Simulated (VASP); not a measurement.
# KF in VASP: a series of runs, part 2 of 2

VASP 6.6.1. Earlier steps stand in the parts before.

### Step 4. Single point, PBE (uniaxial z strain -1.0%)

INCAR reads:

```
PREC     = Accurate       # precision mode
ENCUT    = 520            # plane-wave cutoff, eV
EDIFF    = 1E-6           # SCF threshold, eV
ISMEAR   = -1             # smearing method
SIGMA    = 0.02           # smearing width, eV
LREAL    = F              # projectors in reciprocal space
LASPH    = T              # aspherical terms in the spheres
NELM     = 80             # most SCF steps
ALGO     = Normal         # electronic algorithm
ISIF     = 2              # what is computed and relaxed
LWAVE    = F              # write WAVECAR
LCHARG   = T              # write CHGCAR
GGA      = PE             # functional
LELF     = T              # ELF
LVHAR    = T            
NBANDS   = 15             # bands
```

KPOINTS reads:

```
Automatic mesh
0
Gamma
  8 8 8
```

POSCAR reads:

```
KF
1.0
    0.0000000000      2.9354014298      2.9051667951
    2.9354014298      0.0000000000      2.9051667951
    2.9354014298      2.9354014298      0.0000000000
K F
1 1
Direct
    0.0000000000      0.0000000000      0.0000000000
    0.2500000000      0.2500000000      0.2500000000
```

Potentials or basis: VASP PAW PBE potentials, release 64 (K_sv, F).

Launch:

```sh
$ cat potpaw_PBE.64/K_sv/POTCAR potpaw_PBE.64/F/POTCAR > POTCAR
$ mpirun -np 1 vasp_std > vasp.out
```

OUTCAR:

```text
PREC = Accurate
   ENCUT = 520
   EDIFF = 1E-6
   ISMEAR = -1
   LREAL = F
   LASPH = T
   NELM = 80
   ISIF = 2
   GGA = PE

 ion  position               nearest neighbor table
   1  0.000  0.000  0.000-   2 2.53   2 2.53   2 2.53   2 2.53
   2  0.250  0.250  0.250-   1 2.53   1 2.53   1 2.53   1 2.53

  LATTYP: Found a body centered tetragonal cell.
 ALAT       =     4.1512845130
 C/A-ratio  =     1.3996471627

  Lattice vectors:

 A1 = (   0.0000000000,  -2.9354014298,  -2.9051667951)
 A2 = (   0.0000000000,   2.9354014298,  -2.9051667951)
 A3 = (   2.9354014298,   0.0000000000,   2.9051667951)

Analysis of symmetry for initial positions (statically):
=====================================================================
 Subroutine PRICEL returns:
 Original cell was already a primitive cell.

 Routine SETGRP: Setting up the symmetry group for a
 body centered tetragonal supercell.

 Subroutine GETGRP returns: Found  8 space group operations
 (whereof  8 operations were pure point group operations)
 out of a pool of 16 trial point group operations.

The static configuration has the point symmetry D_2d.

[... 163 lines left out ...]
 fundamental gap:      5.1844971082
 Fermi energy:        -3.1616470631

 k-point     1 :       0.0000    0.0000    0.0000
  band No.  band energies     occupation
      1     -29.7903      2.00000
      2     -22.1658      2.00000
      3     -13.1928      2.00000
      4     -13.1916      2.00000
      5     -13.1916      2.00000
      6      -3.8483      2.00000
      7      -3.8483      2.00000
      8      -3.8475      2.00000
      9       1.5559      0.00000
     10       8.1256      0.00000
     11       8.2082      0.00000
     12       8.2935      0.00000
     13       8.2935      0.00000
     14       8.3686      0.00000
[... 401 lines left out ...]
      2     -22.2364      2.00000
      3     -13.3065      2.00000
      4     -13.2490      2.00000
      5     -13.1993      2.00000
      6      -3.9395      2.00000
      7      -3.7699      2.00000
      8      -3.7468      2.00000
      9       3.5274      0.00000
     10       6.2357      0.00000
     11       7.4629      0.00000
     12       7.7610      0.00000
     13       9.1822      0.00000
     14       9.3055      0.00000
     15      10.7425      0.00000

 [... further k-points ...]
[... 5 lines left out ...]
  --------------------------------------------------------------------------------------
  -------------------------------------------------------------------------------------
  Total        0.3766614      0.3766614      0.3769772      0.0000000      0.0000000     -0.0000000
  in kB       12.0538455     12.0538455     12.0639527      0.0000000      0.0000000     -0.0000000
  external PRESSURE =      12.0572145 kB  Pullay stress =       0.0000000 kB

 VOLUME and BASIS-vectors are now :
 -----------------------------------------------------------------------------
  energy-cutoff  :      520.00
  volume of cell :       50.07
      direct lattice vectors                 reciprocal lattice vectors
     0.000000000  2.935401430  2.905166795    -0.170334454  0.170334454  0.172107158
     2.935401430  0.000000000  2.905166795     0.170334454 -0.170334454  0.172107158
     2.935401430  2.935401430  0.000000000     0.170334454  0.170334454 -0.172107158

 POSITION                                       TOTAL-FORCE (eV/Angst)
 -----------------------------------------------------------------------------------
      0.00000      0.00000      0.00000        -0.000000     -0.000000      0.000000
      1.46770      1.46770      1.45258         0.000000      0.000000      0.000000
 -----------------------------------------------------------------------------------
    total drift:                               -0.000000     -0.000000     -0.000000

  FREE ENERGIE OF THE ION-ELECTRON SYSTEM (eV)
  ---------------------------------------------------
  free  energy   TOTEN  =        -8.1173325770 eV

  energy  without entropy=       -8.1173325769  energy(sigma->0) =       -8.11733258
```

Wall time 28 s (1 thread of Intel Xeon Platinum 8259CL at 2.50GHz (Skylake/Cascade Lake), shared host); peak memory 0.19 GiB.

Results:

- Free energy: -8.1173 eV
- Pressure: 1.2 GPa
- Band gap on the k mesh: 5.18 eV, indirect (least direct gap 5.40 eV)

Levels at points of the mesh, in eV from the valence-band top:
| k point | band 6 | band 7 | band 8 | band 9 | band 10 | band 11 |
| --- | --- | --- | --- | --- | --- | --- |
| (0.00, 0.00, 0.00) | -0.22 | -0.22 | -0.22 | 5.18 | 11.75 | 11.84 |
| (0.50, 0.00, 0.00) | -0.28 | -0.13 | -0.12 | 8.04 | 9.26 | 10.91 |
| (0.50, 0.50, 0.00) | -0.46 | -0.01 | -0.01 | 8.30 | 8.42 | 12.44 |
| (0.50, 0.00, 0.50) | -0.47 | 0.00 | 0.00 | 8.28 | 8.40 | 12.36 |

Caveat: the cell differs from its parent crystal (uniaxial z strain -1.0%).

### Step 5. Single point, PBE (strain along [111] -0.4%)

INCAR reads:

```
PREC = Accurate
ENCUT = 520
EDIFF = 1E-6
ISMEAR = -1
SIGMA = 0.02
LREAL = F
LASPH = T
NELM = 80
ALGO = Normal
ISIF = 2
LWAVE = F
LCHARG = F
GGA = PE
NBANDS = 15
```

KPOINTS is that of step 4.

POSCAR reads:

```
KF
1.0
   -0.0072406569      2.9281607730      2.9281607730
    2.9281607730     -0.0072406569      2.9281607730
    2.9281607730      2.9281607730     -0.0072406569
K F
1 1
Direct
   -0.0002234080     -0.0002234080     -0.0002234080
    0.2502234080      0.2502234080      0.2502234080
```

Launch:

```sh
$ cat potpaw_PBE.64/K_sv/POTCAR potpaw_PBE.64/F/POTCAR > POTCAR
$ mpirun -np 1 vasp_std > vasp.out
```

Run time: 28 s. Hardware: 1 thread of Intel Xeon Platinum 8259CL at 2.50GHz (Skylake/Cascade Lake), shared host; peak memory 0.19 GiB.

The run converged. Its results:

```yaml
Free_energy: -8.1200 eV
Pressure: 1.0 GPa
Band_gap_on_the_k_mesh: 5.17 eV, indirect (least direct gap 5.38 eV)
```

Forces on the atoms (eV/Å):
```
K   -0.002 -0.002 -0.002
F    0.002  0.002  0.002
```

Levels at points of the mesh, in eV from the valence-band top:
```csv
k point,band 5,band 6,band 7,band 8,band 9,band 10,band 11,band 12
"(0.00, 0.00, 0.00)",-9.58,-0.21,-0.21,-0.21,5.17,11.77,11.77,11.91
"(0.50, 0.00, 0.00)",-9.63,-0.27,-0.12,-0.12,8.01,9.23,10.89,10.93
"(0.50, 0.50, 0.00)",-9.61,-0.46,0.00,0.00,8.27,8.39,12.34,12.93
"(0.50, 0.50, 0.50)",-9.63,-0.27,-0.12,-0.12,8.03,9.24,10.90,10.90
```

Caveat: the cell differs from its parent crystal (strain along [111] -0.4%). A k mesh can miss the band edges.

### Step 6. Single point, r2SCAN (uniaxial z strain -1.0%)

POSCAR reads:

```
KF
1.0
    0.0000000000      2.9354014298      2.9051667951
    2.9354014298      0.0000000000      2.9051667951
    2.9354014298      2.9354014298      0.0000000000
K F
1 1
Direct
    0.0000000000      0.0000000000      0.0000000000
    0.2500000000      0.2500000000      0.2500000000
```

INCAR.step1 reads:

```
PREC = Accurate ; ENCUT = 520
ISMEAR = 0 ; SIGMA = 0.01
LREAL = F ; LASPH = T
NELM = 80 ; NBANDS = 15
GGA = PE ; ALGO = Normal
EDIFF = 1E-4 ; LWAVE = T
LCHARG = F
```

INCAR.step2 reads:

```
PREC = Accurate ; ENCUT = 520
EDIFF = 1E-6 ; ISMEAR = 0
SIGMA = 0.01 ; LREAL = F
LASPH = T ; NELM = 80
ALGO = Normal ; ISIF = 2
LWAVE = F ; LCHARG = F
METAGGA = R2SCAN ; LMIXTAU = T
NBANDS = 15 ; ISTART = 1
```

KPOINTS is that of step 5.

Potentials or basis: VASP PAW PBE potentials, release 64 (K_sv, F).

Launch:

```sh
$ cat potpaw_PBE.64/K_sv/POTCAR potpaw_PBE.64/F/POTCAR > POTCAR
$ cp INCAR.step1 INCAR
$ mpirun -np 1 vasp_std > vasp.out
$ cp INCAR.step2 INCAR
$ mpirun -np 1 vasp_std > vasp.out
```

Wall time 1.7 min (1 thread of Intel Xeon Platinum 8259CL at 2.50GHz (Skylake/Cascade Lake), shared host); peak memory 0.21 GiB.

It converged, with:

```
Free energy            : -14.7051 eV
Pressure               : 0.3 GPa
Band gap on the k mesh : 5.77 eV, indirect (least direct gap 5.98 eV)
```

Levels at points of the mesh, in eV from the valence-band top:
| k point | band 5 | band 6 | band 7 | band 8 | band 9 | band 10 | band 11 | band 12 |
| --- | --- | --- | --- | --- | --- | --- | --- | --- |
| (0.00, 0.00, 0.00) | -9.82 | -0.22 | -0.22 | -0.21 | 5.77 | 12.64 | 12.72 | 12.79 |
| (0.50, 0.00, 0.00) | -9.87 | -0.26 | -0.12 | -0.12 | 8.59 | 9.92 | 11.70 | 11.76 |
| (0.50, 0.50, 0.00) | -9.85 | -0.44 | -0.01 | -0.01 | 8.87 | 8.98 | 13.42 | 13.86 |
| (0.50, 0.00, 0.50) | -9.84 | -0.45 | 0.00 | 0.00 | 8.84 | 8.95 | 13.34 | 13.86 |

Caveat: the cell differs from its parent crystal (uniaxial z strain -1.0%); the PAW data sets were made with another functional, which shifts forces and pressure a little.

### Step 7. Single point, r2SCAN (strain along [111] -0.4%)

POSCAR reads:

```
KF
1.0
   -0.0072406569      2.9281607730      2.9281607730
    2.9281607730     -0.0072406569      2.9281607730
    2.9281607730      2.9281607730     -0.0072406569
K F
1 1
Direct
   -0.0002234080     -0.0002234080     -0.0002234080
    0.2502234080      0.2502234080      0.2502234080
```

INCAR.step1 reads:

```
ALGO     = Normal         # electronic algorithm
EDIFF    = 1E-4           # SCF threshold, eV
ENCUT    = 520            # plane-wave cutoff, eV
GGA      = PE             # functional
ISMEAR   = 0              # smearing method
LASPH    = True           # aspherical terms in the spheres
LCHARG   = False          # write CHGCAR
LREAL    = False          # projectors in reciprocal space
LWAVE    = True           # write WAVECAR
NBANDS   = 15             # bands
NELM     = 80             # most SCF steps
PREC     = Accurate       # precision mode
SIGMA    = 0.01           # smearing width, eV
```

INCAR.step2 reads:

```
ALGO     = Normal         # electronic algorithm
EDIFF    = 1E-6           # SCF threshold, eV
ENCUT    = 520            # plane-wave cutoff, eV
ISIF     = 2              # what is computed and relaxed
ISMEAR   = 0              # smearing method
ISTART   = 1            
LASPH    = True           # aspherical terms in the spheres
LCHARG   = False          # write CHGCAR
LMIXTAU  = True         
LREAL    = False          # projectors in reciprocal space
LWAVE    = False          # write WAVECAR
METAGGA  = R2SCAN         # meta-GGA
NBANDS   = 15             # bands
NELM     = 80             # most SCF steps
PREC     = Accurate       # precision mode
SIGMA    = 0.01           # smearing width, eV
```

KPOINTS reads:

```
k-points
0
Gamma
  8 8 8
```

Potentials or basis: VASP PAW PBE potentials, release 64 (K_sv, F).

Launch:

```sh
$ cat potpaw_PBE.64/K_sv/POTCAR potpaw_PBE.64/F/POTCAR > POTCAR
$ cp INCAR.step1 INCAR
$ mpirun -np 1 vasp_std > vasp.out
$ cp INCAR.step2 INCAR
$ mpirun -np 1 vasp_std > vasp.out
```

OUTCAR:

```text
EDIFF = 1E-6
   ENCUT = 520
   ISIF = 2
   ISMEAR = 0
   ISTART = 1
   LASPH = True
   LREAL = False
   METAGGA = R2SCAN
   NELM = 80
   PREC = Accurate

 ion  position               nearest neighbor table
   1  1.000  1.000  1.000-   2 2.54   2 2.54   2 2.54   2 2.54
   2  0.250  0.250  0.250-   1 2.54   1 2.54   1 2.54   1 2.54

  LATTYP: Found a trigonal (rhomboedric) cell.
 ALAT       =     4.1410510082
 COS(alpha) =     0.4975257128

  Lattice vectors:

 A1 = (  -0.0072406569,   2.9281607730,   2.9281607730)
 A2 = (   2.9281607730,  -0.0072406569,   2.9281607730)
 A3 = (   2.9281607730,   2.9281607730,  -0.0072406569)

Analysis of symmetry for initial positions (statically):
=====================================================================
 Subroutine PRICEL returns:
 Original cell was already a primitive cell.

 Routine SETGRP: Setting up the symmetry group for a
 trigonal (rhombohedral) supercell.

 Subroutine GETGRP returns: Found  6 space group operations
 (whereof  6 operations were pure point group operations)
 out of a pool of 12 trial point group operations.

The static configuration has the point symmetry C_3v.

Analysis of symmetry for dynamics (positions and initial velocities):
=====================================================================
 Subroutine PRICEL returns:
 Original cell was already a primitive cell.

 Routine SETGRP: Setting up the symmetry group for a
 trigonal (rhombohedral) supercell.

 Subroutine GETGRP returns: Found  6 space group operations
 (whereof  6 operations were pure point group operations)
 out of a pool of 12 trial point group operations.

The dynamic configuration has the point symmetry C_3v.

 Subroutine INISYM returns: Found  6 space group operations
 (whereof  6 operations are pure point group operations),
 and found     1 'primitive' translations

[... 114 lines left out ...]
     AMIX_MAG =   1.60;   BMIX_MAG =  1.00
  volume/ion in A,a.u.               =      25.20       170.05
  Fermi-wavevector in a.u.,A,eV,Ry     =   1.116796  2.110439 16.969647  1.247234
  Thomas-Fermi vector in A             =   2.253413
   LORBIT       =      0    0 simple, 1 ext, 2 COOP (PROOUT), +10 PAW based schemes
   METAGGA = R2SCAN    functional components
   LHFCALC =     F    Hartree Fock is set to
   AEXX    =    0.0000 exact exchange contribution
   IVDW    =     0    specifies the selected vdW correction
   LEPSILON=     F    determine dielectric tensor
   LRPA    =     F    only Hartree local field effects (RPA)
 non-spin polarized calculation
 Gauss-broadening in eV      SIGMA  =   0.01
  energy-cutoff  :      520.00
  volume of cell :       50.40
 maximum number of plane-waves:      1380
   NGX = 15   NGY = 15   NGZ = 15

 number of electron      15.9999995 magnetization

 Free energy of the ion-electron system (eV)
  ---------------------------------------------------
  ext. energy  EPLUGINS =         0.00000000
  ---------------------------------------------------
  free energy    TOTEN  =       -14.70582873 eV

  energy without entropy =      -14.70582873  energy(sigma->0) =      -14.70582873

 E-fermi :  -4.0133     XC(G=0):  -7.3551

 val. band max:       -4.1231264625   @ k =  -0.2500   0.5000   0.2500
 cond. band min:       1.6285354887   @ k =   0.0000   0.0000   0.0000
 fundamental gap:      5.7516619512
 Fermi energy:        -4.0133038642

 k-point     1 :       0.0000    0.0000    0.0000
  band No.  band energies     occupation
      1     -31.3316      2.00000
      2     -23.7971      2.00000
      3     -13.9652      2.00000
      4     -13.9652      2.00000
      5     -13.9650      2.00000
      6      -4.3327      2.00000
      7      -4.3327      2.00000
      8      -4.3293      2.00000
      9       1.6285      0.00000
     10       8.5334      0.00000
     11       8.5334      0.00000
     12       8.6544      0.00000
     13       8.6544      0.00000
     14       8.6728      0.00000
[... 401 lines left out ...]
      2     -23.8545      2.00000
      3     -14.0685      2.00000
      4     -13.9934      2.00000
      5     -13.9816      2.00000
      6      -4.3945      2.00000
      7      -4.2716      2.00000
      8      -4.2592      2.00000
      9       3.2549      0.00000
     10       6.9271      0.00000
     11       7.5420      0.00000
     12       8.0306      0.00000
     13       9.4621      0.00000
     14       9.6927      0.00000
     15      11.2402      0.00000

 [... further k-points ...]
[... 5 lines left out ...]
  --------------------------------------------------------------------------------------
  -------------------------------------------------------------------------------------
  Total        0.0333439      0.0333439      0.0333439      0.0068361      0.0068361      0.0068361
  in kB        1.0599961      1.0599961      1.0599961      0.2173180      0.2173180      0.2173180
  external PRESSURE =       1.0599961 kB  Pullay stress =       0.0000000 kB

 VOLUME and BASIS-vectors are now :
 -----------------------------------------------------------------------------
  energy-cutoff  :      520.00
  volume of cell :       50.40
      direct lattice vectors                 reciprocal lattice vectors
    -0.007240657  2.928160773  2.928160773    -0.170123595  0.170545313  0.170545313
     2.928160773 -0.007240657  2.928160773     0.170545313 -0.170123595  0.170545313
     2.928160773  2.928160773 -0.007240657     0.170545313  0.170545313 -0.170123595

 POSITION                                       TOTAL-FORCE (eV/Angst)
 -----------------------------------------------------------------------------------
      5.84777      5.84777      5.84777        -0.001691     -0.001691     -0.001691
      1.46358      1.46358      1.46358         0.001691      0.001691      0.001691
 -----------------------------------------------------------------------------------
    total drift:                               -0.000017     -0.000017     -0.000017

  FREE ENERGIE OF THE ION-ELECTRON SYSTEM (eV)
  ---------------------------------------------------
  free  energy   TOTEN  =       -14.7058287275 eV

  energy  without entropy=      -14.7058287275  energy(sigma->0) =      -14.70582873
```

OSZICAR.step1:

```text
N       E                     dE             d eps       ncg     rms          rms(c)
DAV:   1     0.111440219922E+03    0.11144E+03   -0.78594E+03  1950   0.993E+02
DAV:   2    -0.439956755987E+01   -0.11584E+03   -0.10608E+03  2494   0.273E+02
DAV:   3    -0.952574157942E+01   -0.51262E+01   -0.51010E+01  2708   0.521E+01
DAV:   4    -0.969417735182E+01   -0.16844E+00   -0.16843E+00  2622   0.833E+00
DAV:   5    -0.969521354932E+01   -0.10362E-02   -0.10362E-02  2631   0.776E-01    0.685E+00
DAV:   6    -0.816027774035E+01    0.15349E+01   -0.46181E+00  2139   0.160E+01    0.393E+00
DAV:   7    -0.811620661047E+01    0.44071E-01   -0.12414E-01  2190   0.255E+00    0.232E+00
DAV:   8    -0.811448331334E+01    0.17233E-02   -0.79060E-02  2132   0.262E+00    0.325E-01
DAV:   9    -0.811798344137E+01   -0.35001E-02   -0.84322E-03  2310   0.584E-01    0.147E-01
DAV:  10    -0.812002461219E+01   -0.20412E-02   -0.23472E-03  2020   0.405E-01    0.605E-02
DAV:  11    -0.811996887041E+01    0.55742E-04   -0.16072E-04  2615   0.101E-01
   1 F= -.81199689E+01 E0= -.81199689E+01  d E =-.154825E-93
```

It took 1.8 min on 1 thread of Intel Xeon Platinum 8259CL at 2.50GHz (Skylake/Cascade Lake), shared host; peak memory 0.21 GiB.

What came out:

| Quantity | Value |
| --- | --- |
| Free energy | -14.7058 eV |
| Pressure | 0.1 GPa |
| Band gap on the k mesh | 5.75 eV, indirect (least direct gap 5.96 eV) |

Forces in eV/Å, atoms in the order of the input:
```
K   -0.002 -0.002 -0.002
F    0.002  0.002  0.002
```

Levels at points of the mesh, in eV from the valence-band top:
| k point | band 5 | band 6 | band 7 | band 8 | band 9 | band 10 | band 11 | band 12 |
| --- | --- | --- | --- | --- | --- | --- | --- | --- |
| (0.00, 0.00, 0.00) | -9.84 | -0.21 | -0.21 | -0.21 | 5.75 | 12.66 | 12.66 | 12.78 |
| (0.50, 0.00, 0.00) | -9.89 | -0.26 | -0.12 | -0.12 | 8.56 | 9.88 | 11.69 | 11.73 |
| (0.50, 0.50, 0.00) | -9.86 | -0.44 | 0.00 | 0.00 | 8.83 | 8.95 | 13.31 | 13.83 |
| (0.50, 0.50, 0.50) | -9.89 | -0.25 | -0.12 | -0.12 | 8.58 | 9.89 | 11.70 | 11.70 |

Caveat: the cell differs from its parent crystal (strain along [111] -0.4%); the PAW data sets were made with another functional, which shifts forces and pressure a little. A k mesh can miss the band edges.

### Step 8. The runs side by side

| level | cell | smearing | gap on the mesh (eV) | pressure (GPa) |
| --- | --- | --- | --- | --- |
| PBE | a = 3.954 Å, angles 60.0°, 2 atoms | fermi-dirac 0.02 eV | 5.56 | 6.1 |
| r2SCAN | a = 3.954 Å, angles 60.0°, 2 atoms | gaussian 0.01 eV | 6.11 | 5.0 |
| PBE | a = 4.130, b = 4.130, c = 4.151 Å, angles 59.8, 59.8, 60.3°, 2 atoms | fermi-dirac 0.02 eV | 5.18 | 1.2 |
| PBE | a = 4.141 Å, angles 60.2°, 2 atoms | fermi-dirac 0.02 eV | 5.17 | 1.0 |
| r2SCAN | a = 4.130, b = 4.130, c = 4.151 Å, angles 59.8, 59.8, 60.3°, 2 atoms | gaussian 0.01 eV | 5.77 | 0.3 |
| r2SCAN | a = 4.141 Å, angles 60.2°, 2 atoms | gaussian 0.01 eV | 5.75 | 0.1 |

Alike in all rows: task single point; potentials or basis VASP PAW PBE potentials, release 64 (K_sv, F); no spin polarisation; k mesh 8 × 8 × 8; cutoff (eV) 520.

Caveats: the PAW data sets were made with another functional, which shifts forces and pressure a little (some runs).

Absolute energies hang on the potentials; compare differences alone.
